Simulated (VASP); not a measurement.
# Y3AlN4 (I4/mmm) in VASP: further runs

The runs below take Y3AlN4 through single point, with PBE.

All numbers are computed with VASP 6.6.1; they aren't measurements. Logs are shortened: lines on timing, memory, paths and dates and some standing lists are left out, and cuts for length are marked.

### Step 1. The cell of the first run

It takes space group I4/mmm (No. 139, tetragonal). The conventional cell has a = 5.040 Å, b = 5.040 Å, c = 10.080 Å, α = 90.00°, β = 90.00°, γ = 90.00°. Within 3.3 Å of Y (site symmetry 4/mmm) lie 6 N at 2.52 Å. Within 3.3 Å of Y (site symmetry -4m2) lie 6 N at 2.52 Å. Al (site symmetry 4/mmm) has 6 N at 2.52 Å within 3.3 Å. Within 3.3 Å of N (site symmetry 4mm) lie 5 Y at 2.52 Å and 1 Al at 2.52 Å. Within 3.3 Å of N (site symmetry mmm) lie 4 Y at 2.52 Å and 2 Al at 2.52 Å.

### Step 2. Single point, PBE

INCAR

```
ALGO = Normal
EDIFF = 1E-7
ENCUT = 520
GGA = PE
ISIF = 2
ISMEAR = 0
LASPH = True
LCHARG = False
LREAL = False
LWAVE = False
NBANDS = 38
NELM = 60
PREC = Accurate
SIGMA = 0.1
```

KPOINTS

```
k-points
0
Gamma
  6 6 6
```

POSCAR

```
Y3AlN4
1.0
   -2.5199089000      2.5199089000      5.0398178000
    2.5199089000     -2.5199089000      5.0398178000
    2.5199089000      2.5199089000     -5.0398178000
Y Al N
3 1 4
Direct
    0.0000000000      0.0000000000      0.0000000000
    0.7500000000      0.2500000000      0.5000000000
    0.2500000000      0.7500000000      0.5000000000
    0.5000000000      0.5000000000      0.0000000000
    0.7500000000      0.7500000000      0.0000000000
    0.2500000000      0.2500000000      0.0000000000
    0.5000000000      0.0000000000      0.5000000000
    0.0000000000      0.5000000000      0.5000000000
```

Potentials or basis: VASP PAW PBE potentials, release 64 (Y_sv, Al, N).

Run with:

```sh
> cat potpaw_PBE.64/Y_sv/POTCAR potpaw_PBE.64/Al/POTCAR potpaw_PBE.64/N/POTCAR > POTCAR
> mpirun -np 1 vasp_std > vasp.out
```

OUTCAR:

```text
EDIFF = 1E-7
   ENCUT = 520
   GGA = PE
   ISIF = 2
   ISMEAR = 0
   LASPH = True
   LREAL = False
   NELM = 60
   PREC = Accurate

 ion  position               nearest neighbor table
   1  0.000  0.000  0.000-   5 2.52   6 2.52   7 2.52   8 2.52   8 2.52   7 2.52   3 3.56   4 3.56
                             2 3.56   2 3.56   3 3.56   4 3.56   2 3.56   3 3.56   4 3.56   3 3.56
   2  0.750  0.250  0.500-   5 2.52   6 2.52   7 2.52   8 2.52   5 2.52   6 2.52   1 3.56   3 3.56
                             1 3.56   1 3.56   4 3.56   3 3.56   4 3.56   4 3.56   3 3.56   1 3.56
   3  0.250  0.750  0.500-   5 2.52   6 2.52   7 2.52   8 2.52   6 2.52   5 2.52   4 3.56   2 3.56
                             1 3.56   1 3.56   4 3.56   2 3.56   1 3.56   4 3.56   2 3.56   4 3.56
   4  0.500  0.500  0.000-   5 2.52   6 2.52   7 2.52   8 2.52   7 2.52   8 2.52   2 3.56   1 3.56
                             2 3.56   2 3.56   3 3.56   1 3.56   3 3.56   3 3.56   1 3.56   2 3.56
   5  0.750  0.750  0.000-   1 2.52   2 2.52   3 2.52   4 2.52   2 2.52   3 2.52
   6  0.250  0.250  0.000-   1 2.52   2 2.52   3 2.52   4 2.52   3 2.52   2 2.52
   7  0.500  0.000  0.500-   1 2.52   2 2.52   3 2.52   4 2.52   4 2.52   1 2.52
   8  0.000  0.500  0.500-   1 2.52   2 2.52   3 2.52   4 2.52   1 2.52   4 2.52

  LATTYP: Found a body centered tetragonal cell.
 ALAT       =     5.0398178000
 C/A-ratio  =     2.0000000000

  Lattice vectors:

 A1 = (  -2.5199089000,   2.5199089000,   5.0398178000)
 A2 = (   2.5199089000,  -2.5199089000,   5.0398178000)
 A3 = (   2.5199089000,   2.5199089000,  -5.0398178000)

Analysis of symmetry for initial positions (statically):
=====================================================================
 Subroutine PRICEL returns:
 Original cell was already a primitive cell.

 Routine SETGRP: Setting up the symmetry group for a
 body centered tetragonal supercell.

 Subroutine GETGRP returns: Found 16 space group operations
 (whereof 16 operations were pure point group operations)
 out of a pool of 16 trial point group operations.

The static configuration has the point symmetry D_4h.

Analysis of symmetry for dynamics (positions and initial velocities):
=====================================================================
 Subroutine PRICEL returns:
 Original cell was already a primitive cell.

 Routine SETGRP: Setting up the symmetry group for a
 body centered tetragonal supercell.

 Subroutine GETGRP returns: Found 16 space group operations
 (whereof 16 operations were pure point group operations)
 out of a pool of 16 trial point group operations.

The dynamic configuration has the point symmetry D_4h.

 Subroutine INISYM returns: Found 16 space group operations
[... 119 lines left out ...]
   PSTRESS=    0.0 pullay stress
   NELECT =      56.0000    total number of electrons
   NUPDOWN=      -1.0000    fix difference up-down
   EMIN   =  10.00;   EMAX   =-10.00  energy-range for DOS
   EFERMI =   0.00;   METHOD = LEGACY
   ISMEAR =     0;   SIGMA  =   0.10  broadening in eV -4-tet -1-fermi 0-gaus
   EFERMI_NEDOS =   21; number of points for ismear=-14 and -15
   IALGO  =     38    algorithm
   IMIX   =      4    mixing-type and parameters
     AMIX     =   0.40;   BMIX     =  1.00
     AMIX_MAG =   1.60;   BMIX_MAG =  1.00
  volume/ion in A,a.u.               =      16.00       107.98
  Fermi-wavevector in a.u.,A,eV,Ry     =   1.242766  2.348487 21.013751  1.544467
  Thomas-Fermi vector in A             =   2.377106
   LORBIT       =      0    0 simple, 1 ext, 2 COOP (PROOUT), +10 PAW based schemes
   GGA     = PE    functional components
   LHFCALC =     F    Hartree Fock is set to
   AEXX    =    0.0000 exact exchange contribution
   IVDW    =     0    specifies the selected vdW correction
   LEPSILON=     F    determine dielectric tensor
   LRPA    =     F    only Hartree local field effects (RPA)
 non-spin polarized calculation
 Gauss-broadening in eV      SIGMA  =   0.10
  energy-cutoff  :      520.00
  volume of cell :      128.01
 maximum number of plane-waves:      3475
 NGX is ok and might be reduce to    48
   NGX = 23   NGY = 23   NGZ = 23

 number of electron      56.0000005 magnetization

 Free energy of the ion-electron system (eV)
  ---------------------------------------------------
  ext. energy  EPLUGINS =         0.00000000
  ---------------------------------------------------
  free energy    TOTEN  =       -65.75485617 eV

  energy without entropy =      -65.75483469  energy(sigma->0) =      -65.75484543

 E-fermi :   3.8706     XC(G=0): -10.4911

 val. band max:        3.6673028211   @ k =   0.0000   0.0000   0.0000
 cond. band min:       4.0508272043   @ k =   0.0000   0.0000   0.0000
 fundamental gap:      0.3835243832
 Fermi energy:         3.8705944370

 k-point     1 :       0.0000    0.0000    0.0000
  band No.  band energies     occupation
      1     -37.6621      2.00000
      2     -37.5745      2.00000
      3     -37.5420      2.00000
      4     -17.9063      2.00000
      5     -17.7596      2.00000
      6     -17.7596      2.00000
[... 973 lines left out ...]
     37       9.2375      0.00000
     38       9.7119      0.00000

 [... further k-points ...]

------------------------ aborting loop because EDIFF is reached ----------------------------------------

  FORCE on cell =-STRESS in cart. coord.  units (eV):
  Direction    XX          YY          ZZ          XY          YZ          ZX
  --------------------------------------------------------------------------------------
  -------------------------------------------------------------------------------------
  Total      -14.6104885    -14.6104885    -15.8963635      0.0000000      0.0000000      0.0000000
  in kB     -182.8650934   -182.8650934   -198.9591233      0.0000000      0.0000000      0.0000000
  external PRESSURE =    -188.2297700 kB  Pullay stress =       0.0000000 kB

 VOLUME and BASIS-vectors are now :
 -----------------------------------------------------------------------------
  energy-cutoff  :      520.00
  volume of cell :      128.01
      direct lattice vectors                 reciprocal lattice vectors
    -2.519908900  2.519908900  5.039817800     0.000000000  0.198419871  0.099209936
     2.519908900 -2.519908900  5.039817800     0.198419871  0.000000000  0.099209936
     2.519908900  2.519908900 -5.039817800     0.198419871  0.198419871  0.000000000

 POSITION                                       TOTAL-FORCE (eV/Angst)
 -----------------------------------------------------------------------------------
      0.00000      0.00000      0.00000        -0.000000     -0.000000      0.000000
      0.00000      2.51991      2.51991        -0.000000     -0.000000      0.000000
      2.51991      0.00000      2.51991        -0.000000     -0.000000      0.000000
      0.00000      0.00000      5.03982        -0.000000     -0.000000     -0.000000
      0.00000      0.00000      7.55973        -0.000000     -0.000000     -0.309705
      0.00000      0.00000      2.51991         0.000000      0.000000      0.309705
      0.00000      2.51991      0.00000        -0.000000     -0.000000      0.000000
      2.51991      0.00000      0.00000        -0.000000     -0.000000      0.000000
 -----------------------------------------------------------------------------------
    total drift:                               -0.000000     -0.000000      0.000000

  FREE ENERGIE OF THE ION-ELECTRON SYSTEM (eV)
  ---------------------------------------------------
  free  energy   TOTEN  =       -65.7548561678 eV

  energy  without entropy=      -65.7548346859  energy(sigma->0) =      -65.75484543
```

stdout:

```text
POSCAR found type information on POSCAR Y AlN
 POSCAR found :  3 types and       8 ions
 scaLAPACK will be used
 LDA part: xc-table for (Slater+PW92), standard interpolation
 POSCAR, INCAR and KPOINTS ok, starting setup
 FFT: planning ... GRIDC
 FFT: planning ... GRID_SOFT
 FFT: planning ... GRID
 WAVECAR not read
 entering main loop
```

Wall time 7.8 min (1 thread of Intel Xeon 8259CL, shared host); peak memory 0.42 GiB.

What came out:

- Free energy: -65.7549 eV
- Pressure: -18.8 GPa
- Largest force: 0.310 eV/Å
- Band gap on the k mesh: 0.38 eV

Forces on the atoms (eV/Å):
```
Y    0.000  0.000  0.000
Y    0.000  0.000  0.000
Y    0.000  0.000  0.000
Al   0.000  0.000  0.000
N    0.000  0.000 -0.310
N    0.000  0.000  0.310
N    0.000  0.000  0.000
N    0.000  0.000  0.000
```

Caveat: the cell stands under tension; semilocal functionals underestimate gaps, and a narrow one can read as zero. A k mesh can miss the band edges.

### Step 3. Single point, PBE

This run uses another cell than the first one, of 13.50 Å³/atom.

INCAR

```
SYSTEM = Y3AlN4
  PREC = Accurate
  ENCUT = 520
  EDIFF = 1E-6
  ISMEAR = 0
  SIGMA = 0.02
  LREAL = .FALSE.
  LASPH = .TRUE.
  NELM = 60
  ALGO = Normal
  ISIF = 2
  LWAVE = .FALSE.
  LCHARG = .FALSE.
  GGA = PE
  NBANDS = 38
```

KPOINTS

```
Automatic mesh
0
G
  10 10 10
  0 0 0
```

POSCAR

```
Y3AlN4
1.0
   -2.4087216534      2.4087216534      4.6527534583
    2.4087216534     -2.4087216534      4.6527534583
    2.4087216534      2.4087216534     -4.6527534583
Y Al N
3 1 4
Direct
    0.0000000000      0.0000000000      0.0000000000
    0.7500000000      0.2500000000      0.5000000000
    0.2500000000      0.7500000000      0.5000000000
    0.5000000000      0.5000000000      0.0000000000
    0.7288184220      0.7288184220      0.0000000000
    0.2711815780      0.2711815780      0.0000000000
    0.5000000000      0.0000000000      0.5000000000
    0.0000000000      0.5000000000      0.5000000000
```

Potentials or basis: VASP PAW PBE potentials, release 64 (Y_sv, Al, N).

Run with:

```sh
> cat potpaw_PBE.64/Y_sv/POTCAR potpaw_PBE.64/Al/POTCAR potpaw_PBE.64/N/POTCAR > POTCAR
> mpirun -np 1 vasp_std > vasp.out
```

Run time: 19 min. Hardware: 1 thread of Intel Xeon 8259CL, shared host; peak memory 0.6 GiB.

Results (log left out):

| Property | Result |
| --- | --- |
| Free energy | -67.2748 eV |
| Pressure | -0.2 GPa |
| Largest force | 0.003 eV/Å |
| Band gap on the k mesh | 0.48 eV |

Forces in eV/Å, atoms in the order of the input:
```
Y    0.000  0.000  0.000
Y    0.000  0.000  0.000
Y    0.000  0.000  0.000
Al   0.000  0.000  0.000
N    0.000  0.000  0.003
N    0.000  0.000 -0.003
N    0.000  0.000  0.000
N    0.000  0.000  0.000
```

Levels at points of the mesh, in eV from the valence-band top:
```tsv
k point	band 25	band 26	band 27	band 28	band 29	band 30	band 31	band 32
(0.00, 0.00, 0.00)	-0.57	-0.13	-0.13	0.00	0.48	1.93	2.92	2.92
(0.50, 0.00, 0.00)	-1.41	-1.09	-1.04	-0.87	2.12	3.92	4.00	4.16
(0.50, 0.50, 0.00)	-2.39	-1.70	-0.97	-0.95	4.26	4.33	4.46	4.59
(0.50, 0.50, 0.50)	-0.70	-0.56	-0.56	-0.11	0.63	0.63	1.24	2.44
```

Caveat: semilocal functionals underestimate gaps, and a narrow one can read as zero. A k mesh can miss the band edges.
